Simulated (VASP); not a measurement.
Cu: single point with PBE

Crystal: Cu.

```
Cu
1.0
     0.00000    2.67782    2.67782
     2.67782    0.00000    2.67782
     2.67782    2.67782    0.00000
Cu
2
Direct
  0.50000 0.50000 0.50000
  0.75000 0.75000 0.75000
```

```yaml
Program: VASP 6.6.1
Task: single point
Functional: PBE
Potentials_or_basis: VASP PAW PBE potentials, release 64 (Cu)
Cutoff: 520 eV
k_mesh: 6 × 6 × 6
Occupations: gaussian, width 0.1 eV
Spin: no spin polarisation
```

- Pressure: 0.2 GPa
- Band gap on the k mesh: zero (band 11 reaches 3.22 eV, above the bottom of band 12 at 2.38 eV)

Levels at points of the mesh, in eV from the Fermi level:
```csv
k point,band 7,band 8,band 9,band 10,band 11,band 12,band 13,band 14,band 15,band 16
"(0.00, 0.00, 0.00)",-2.00,-2.00,-2.00,-1.36,-1.36,9.57,9.57,9.57,10.48,10.48
"(0.50, 0.00, 0.00)",-1.79,-1.79,-1.58,-1.44,-1.44,-0.53,6.92,6.92,10.97,11.00
"(0.50, 0.50, 0.00)",-2.17,-2.17,-1.35,-1.35,0.07,0.07,3.62,3.62,7.72,7.72
```

Wall time 8.1 s on 1 thread of AMD EPYC 9R45 96-Core Processor (Zen 5), with other jobs on the host, peak memory 0.12 GiB.
